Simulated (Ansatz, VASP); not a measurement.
**AlC5 in VASP and in Ansatz**

```
Al C
1.0
     5.14934    0.00000    0.00000
    -2.57467    4.45946    0.00000
     0.00000    0.00000    4.62716
Al C
1 5
Direct
  0.00000 0.00000 0.50000
  0.00000 0.63834 0.00000
  0.63834 0.00000 0.00000
  0.36166 0.36166 0.00000
  0.66667 0.33333 0.50000
  0.33333 0.66667 0.50000
```

Change from the starting cell: species swapped into the YMg5 type (P-62m, No. 189).

Alike in both runs: task single point; functional PBE; k mesh 6 × 6 × 4; occupations gaussian, width 0.1 eV; no spin polarisation.

|  | VASP | Ansatz |
| --- | --- | --- |
| version | VASP 6.6.1 | Ansatz 0.2.0 |
| potentials or method | VASP PAW PBE potentials, release 64 (Al, C), cutoff 520 eV | scalar-relativistic, plane waves, PAW |
| valence electrons in the cell | 23 | 23 |

|  | VASP | Ansatz | Ansatz less VASP |
| --- | --- | --- | --- |
| gap on the k mesh at the Fermi level (eV) | none | none | - |
| pressure (GPa) | -24.3 | -24.3 | +0.03 |
| traceless stress, the component that is largest in VASP (GPa) | -1.08 | -1.08 | -0.001 |
| rms of the force components (eV/Å) | 0.063 | 0.062 | -0.0010 |

Atom by atom the forces differ by 0.001 eV/Å (rms over components). A gap of «none» marks a metal or a gap that the smearing closes.
